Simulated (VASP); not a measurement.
# MnO (Fm-3m) in VASP: notebook

The runs below take MnO through single point, with PBE.

Program: VASP 6.6.1. These are calculated values, not measurements. Logs are shortened: lines on timing, memory, paths and dates and some standing lists are left out, and cuts for length are marked.

### Step 1. The cell of the first run

The structure is cubic, space group Fm-3m (No. 225). The conventional cell has a = 4.408 Å, b = 4.408 Å, c = 4.408 Å, α = 90.00°, β = 90.00°, γ = 90.00°. Within 2.9 Å of Mn (site symmetry m-3m) lie 6 O at 2.20 Å. O (site symmetry m-3m) has 6 Mn at 2.20 Å within 2.9 Å.

### Step 2. Single point, PBE

Input file INCAR:

```
  ALGO = Normal
  EDIFF = 1E-7
  ENCUT = 520
  GGA = PE
  ISIF = 2
  ISMEAR = -1
  LASPH = T
  LCHARG = T
  LELF = T
  LREAL = F
  LVHAR = T
  LWAVE = F
  NBANDS = 16
  NELM = 100
  PREC = Accurate
  SIGMA = 0.1
```

Input file KPOINTS:

```
k-points
0
Gamma
  4 4 4
```

Input file POSCAR:

```
MnO
1.0
    0.0000000000      2.2040000000      2.2040000000
    2.2040000000      0.0000000000      2.2040000000
    2.2040000000      2.2040000000      0.0000000000
Mn O
1 1
Direct
    0.0000000000      0.0000000000      0.0000000000
    0.5000000000      0.5000000000      0.5000000000
```

Potentials or basis: VASP PAW PBE potentials, release 64 (Mn_pv, O).

Command:

```
$ cat potpaw_PBE.64/Mn_pv/POTCAR potpaw_PBE.64/O/POTCAR > POTCAR
$ mpirun -np 1 vasp_std > vasp.out
```

OUTCAR:

```text
EDIFF = 1E-7
   ENCUT = 520
   GGA = PE
   ISIF = 2
   ISMEAR = -1
   LASPH = T
   LREAL = F
   NELM = 100
   PREC = Accurate

 ion  position               nearest neighbor table
   1  0.000  0.000  0.000-   2 2.20   2 2.20   2 2.20   2 2.20   2 2.20   2 2.20
   2  0.500  0.500  0.500-   1 2.20   1 2.20   1 2.20   1 2.20   1 2.20   1 2.20

  LATTYP: Found a face centered cubic cell.
 ALAT       =     4.4080000000

  Lattice vectors:

 A1 = (   0.0000000000,   2.2040000000,   2.2040000000)
 A2 = (   2.2040000000,   0.0000000000,   2.2040000000)
 A3 = (   2.2040000000,   2.2040000000,   0.0000000000)

Analysis of symmetry for initial positions (statically):
=====================================================================
 Subroutine PRICEL returns:
 Original cell was already a primitive cell.

 Routine SETGRP: Setting up the symmetry group for a
 face centered cubic supercell.

 Subroutine GETGRP returns: Found 48 space group operations
 (whereof 48 operations were pure point group operations)
 out of a pool of 48 trial point group operations.

The static configuration has the point symmetry O_h .

Analysis of symmetry for dynamics (positions and initial velocities):
=====================================================================
 Subroutine PRICEL returns:
 Original cell was already a primitive cell.

 Routine SETGRP: Setting up the symmetry group for a
 face centered cubic supercell.

 Subroutine GETGRP returns: Found 48 space group operations
 (whereof 48 operations were pure point group operations)
 out of a pool of 48 trial point group operations.

The dynamic configuration has the point symmetry O_h .

 Subroutine INISYM returns: Found 48 space group operations
 (whereof 48 operations are pure point group operations),
 and found     1 'primitive' translations

----------------------------------------------------------------------------------------

                                     Primitive cell

  volume of cell :      21.4124

  direct lattice vectors                    reciprocal lattice vectors
     0.000000000  2.204000000  2.204000000    -0.226860254  0.226860254  0.226860254
     2.204000000  0.000000000  2.204000000     0.226860254 -0.226860254  0.226860254
     2.204000000  2.204000000  0.000000000     0.226860254  0.226860254 -0.226860254

  length of vectors
     3.116926691  3.116926691  3.116926691     0.392933486  0.392933486  0.392933486

  position of ions in fractional coordinates (direct lattice)
     0.000000000  0.000000000  0.000000000
     0.500000000  0.500000000  0.500000000

  ion indices of the primitive-cell ions
   primitive index   ion index
                 1           1
                 2           2

----------------------------------------------------------------------------------------

 KPOINTS: k-points

Automatic generation of k-mesh.
 Grid dimensions read from file:
 generate k-points for:    4    4    4

 Generating k-lattice:

  Cartesian coordinates                     Fractional coordinates (reciprocal lattice)
    -0.056715064  0.056715064  0.056715064     0.250000000  0.000000000  0.000000000
     0.056715064 -0.056715064  0.056715064     0.000000000  0.250000000  0.000000000
     0.056715064  0.056715064 -0.056715064     0.000000000  0.000000000  0.250000000

  Length of vectors
     0.098233372  0.098233372  0.098233372

  Shift w.r.t. Gamma in fractional coordinates (k-lattice)
     0.000000000  0.000000000  0.000000000

 Subroutine IBZKPT returns following result:
 ===========================================

 Found      8 irreducible k-points:

 Following reciprocal coordinates:
            Coordinates               Weight
  0.000000  0.000000  0.000000      1.000000
  0.250000  0.000000  0.000000      8.000000
  0.500000  0.000000  0.000000      4.000000
  0.250000  0.250000  0.000000      6.000000
  0.500000  0.250000  0.000000     24.000000
 -0.250000  0.250000  0.000000     12.000000
  0.500000  0.500000  0.000000      3.000000
 -0.250000  0.500000  0.250000      6.000000
   k-points           NKPTS =      8   k-points in BZ     NKDIM =      8   number of bands    NBANDS=     16
   number of dos      NEDOS =    301   number of ions     NIONS =      2
   total plane-waves  NPLWV =  13824
   dimension x,y,z NGX =    24 NGY =   24 NGZ =   24
   dimension x,y,z NGXF=    48 NGYF=   48 NGZF=   48
   ions per type =               1   1
   NGX,Y,Z   is equivalent  to a cutoff of  12.80, 12.80, 12.80 a.u.
   NGXF,Y,Z  is equivalent  to a cutoff of  25.60, 25.60, 25.60 a.u.
 SYSTEM =  unknown system
   PREC   = accura    normal or accurate (medium, high low for compatibility)
   ISTART =      0    job   : 0-new  1-cont  2-samecut
   ICHARG =      2    charge: 1-file 2-atom 10-const
   ISPIN  =      1    spin polarized calculation?
   LNONCOLLINEAR =      F non collinear calculations
   LSORBIT =      F    spin-orbit coupling
   LASPH  =      T    aspherical Exc in radial PAW
   ENCUT  =  520.0 eV  38.22 Ry    6.18 a.u.   5.80  5.80  5.80*2*pi/ulx,y,z
   NELM   =    100;   NELMIN=  2; NELMDL= -5     # of ELM steps
   EDIFF  = 0.1E-06   stopping-criterion for ELM
   LREAL  =      F    real-space projection
   EDIFFG = 0.1E-05   stopping-criterion for IOM
   NSW    =      0    number of steps for IOM
   IBRION =     -1    ionic relax: 0-MD 1-quasi-New 2-CG
   NFREE  =      0    steps in history (QN), initial steepest desc. (CG)
   ISIF   =      2    stress and relaxation
   ISYM   =      2    0-nonsym 1-usesym 2-fastsym
   POTIM  = 0.5000    time-step for ionic-motion
   TEBEG  =    0.0;   TEEND  =   0.0 temperature during run
   PSTRESS=    0.0 pullay stress
   NELECT =      19.0000    total number of electrons
   NUPDOWN=      -1.0000    fix difference up-down
   EMIN   =  10.00;   EMAX   =-10.00  energy-range for DOS
   EFERMI =   0.00;   METHOD = LEGACY
   ISMEAR =    -1;   SIGMA  =   0.10  broadening in eV -4-tet -1-fermi 0-gaus
   EFERMI_NEDOS =   21; number of points for ismear=-14 and -15
   IALGO  =     38    algorithm
   IMIX   =      4    mixing-type and parameters
     AMIX     =   0.40;   BMIX     =  1.00
     AMIX_MAG =   1.60;   BMIX_MAG =  1.00
  volume/ion in A,a.u.               =      10.71        72.25
  Fermi-wavevector in a.u.,A,eV,Ry     =   1.573154  2.972829 33.671862  2.474812
  Thomas-Fermi vector in A             =   2.674481
   LORBIT       =      0    0 simple, 1 ext, 2 COOP (PROOUT), +10 PAW based schemes
   GGA     = PE    functional components
   LHFCALC =     F    Hartree Fock is set to
   AEXX    =    0.0000 exact exchange contribution
   IVDW    =     0    specifies the selected vdW correction
   LEPSILON=     F    determine dielectric tensor
   LRPA    =     F    only Hartree local field effects (RPA)
 non-spin polarized calculation
  energy-cutoff  :      520.00
  volume of cell :       21.41
 maximum number of plane-waves:       588
   NGX = 11   NGY = 11   NGZ = 11

 number of electron      19.0000002 magnetization

 Free energy of the ion-electron system (eV)
  ---------------------------------------------------
  ext. energy  EPLUGINS =         0.00000000
  ---------------------------------------------------
  free energy    TOTEN  =       -14.50287217 eV

  energy without entropy =      -14.28741402  energy(sigma->0) =      -14.39514309

 E-fermi :   7.3709     XC(G=0): -12.1516

 val. band max:        7.3701043409   @ k =   0.5000   0.0000   0.0000
 cond. band min:       7.4399807039   @ k =   0.5000   0.2500   0.0000
 fundamental gap:      0.0698763630
 Fermi energy:         7.3709341863

 k-point     1 :       0.0000    0.0000    0.0000
  band No.  band energies     occupation
      1     -40.7504      2.00000
      2     -40.7504      2.00000
      3     -40.7504      2.00000
      4     -13.0234      2.00000
      5       3.5069      2.00000
      6       3.5069      2.00000
[... 8 lines left out ...]
     15      24.9305      0.00000
     16      24.9305      0.00000

 k-point     2 :       0.2500    0.0000    0.0000
  band No.  band energies     occupation
      1     -40.7892      2.00000
      2     -40.7552      2.00000
      3     -40.7552      2.00000
      4     -12.5706      2.00000
      5       1.0855      2.00000
      6       2.4482      2.00000
[... 8 lines left out ...]
     15      22.6864      0.00000
     16      22.6864      0.00000

 k-point     3 :       0.5000    0.0000    0.0000
  band No.  band energies     occupation
      1     -40.8277      2.00000
      2     -40.7600      2.00000
      3     -40.7599      2.00000
      4     -12.0627      2.00000
      5      -0.5495      2.00000
      6       1.7533      2.00000
[... 8 lines left out ...]
     15      20.4590      0.00000
     16      20.4590      0.00000

 k-point     4 :       0.2500    0.2500    0.0000
  band No.  band energies     occupation
      1     -40.7860      2.00000
      2     -40.7644      2.00000
      3     -40.7644      2.00000
      4     -12.4976      2.00000
      5       0.8656      2.00000
      6       2.8107      2.00000
[... 8 lines left out ...]
     15      20.0885      0.00000
     16      22.4327      0.00000

 k-point     5 :       0.5000    0.2500    0.0000
  band No.  band energies     occupation
      1     -40.8129      2.00000
      2     -40.7797      2.00000
      3     -40.7692      2.00000
      4     -12.0899      2.00000
      5       0.3159      2.00000
      6       1.5371      2.00000
[... 8 lines left out ...]
     15      17.9618      0.00000
     16      21.4914      0.00000

 k-point     6 :      -0.2500    0.2500    0.0000
  band No.  band energies     occupation
      1     -40.8052      2.00000
      2     -40.7815      2.00000
      3     -40.7600      2.00000
      4     -12.1660      2.00000
      5       0.2822      2.00000
      6       1.7125      2.00000
[... 8 lines left out ...]
     15      17.7707      0.00000
     16      21.9088      0.00000

 k-point     7 :       0.5000    0.5000    0.0000
  band No.  band energies     occupation
      1     -40.8192      2.00000
      2     -40.7784      2.00000
      3     -40.7784      2.00000
      4     -12.1118      2.00000
      5       0.5219      2.00000
      6       2.5497      2.00000
[... 8 lines left out ...]
     15      19.1454      0.00000
     16      22.1907      0.00000

 k-point     8 :      -0.2500    0.5000    0.2500
  band No.  band energies     occupation
      1     -40.7987      2.00000
      2     -40.7987      2.00000
      3     -40.7794      2.00000
      4     -12.0171      2.00000
      5       1.1719      2.00000
      6       1.1719      2.00000
[... 8 lines left out ...]
     15      16.6023      0.00000
     16      19.6260      0.00000

------------------------ aborting loop because EDIFF is reached ----------------------------------------

  FORCE on cell =-STRESS in cart. coord.  units (eV):
  Direction    XX          YY          ZZ          XY          YZ          ZX
  --------------------------------------------------------------------------------------
  -------------------------------------------------------------------------------------
  Total       -4.1880988     -4.1880988     -4.1880988      0.0000000      0.0000000      0.0000000
  in kB     -313.3738342   -313.3738342   -313.3738342      0.0000000      0.0000000      0.0000000
  external PRESSURE =    -313.3738342 kB  Pullay stress =       0.0000000 kB

 VOLUME and BASIS-vectors are now :
 -----------------------------------------------------------------------------
  energy-cutoff  :      520.00
  volume of cell :       21.41
      direct lattice vectors                 reciprocal lattice vectors
     0.000000000  2.204000000  2.204000000    -0.226860254  0.226860254  0.226860254
     2.204000000  0.000000000  2.204000000     0.226860254 -0.226860254  0.226860254
     2.204000000  2.204000000  0.000000000     0.226860254  0.226860254 -0.226860254

 POSITION                                       TOTAL-FORCE (eV/Angst)
 -----------------------------------------------------------------------------------
      0.00000      0.00000      0.00000        -0.000000     -0.000000     -0.000000
      2.20400      2.20400      2.20400         0.000000      0.000000      0.000000
 -----------------------------------------------------------------------------------
    total drift:                                0.000000     -0.000000     -0.000000

  FREE ENERGIE OF THE ION-ELECTRON SYSTEM (eV)
  ---------------------------------------------------
  free  energy   TOTEN  =       -14.5028721678 eV

  energy  without entropy=      -14.2874140158  energy(sigma->0) =      -14.39514309
```

Run time: 5.7 s. Hardware: 1 thread of AMD EPYC 7R13 (Zen 3), shared host; peak memory 0.1 GiB.

Results:

```
Free energy : -14.5029 eV
Pressure    : -31.3 GPa
```

Levels at points of the mesh, in eV from the Fermi level:
```csv
k point,band 7,band 8,band 9,band 10,band 11,band 12,band 13,band 14
"(0.00, 0.00, 0.00)",-3.86,-1.20,-1.20,-1.20,-0.63,-0.63,0.47,14.92
"(0.50, 0.00, 0.00)",-5.62,-0.17,-0.17,0.00,1.78,1.78,4.41,8.72
"(0.50, 0.50, 0.00)",-4.82,-2.44,-0.13,0.17,0.18,0.18,6.45,8.52
```

Caveat: the k points lie up to 0.62 Å⁻¹ apart; an odd number of electrons without spin polarisation forces a metal; a magnetic or distorted state may lie lower; the run has no spin polarisation, though such a crystal can be magnetic; semilocal functionals often make such compounds metallic where correlation or magnetic order opens a gap, which also shifts bond lengths. With open d or f shells a metallic result of PBE can be an artefact of self-interaction; +U or a hybrid may open a gap.

[end of part 1 of 2]
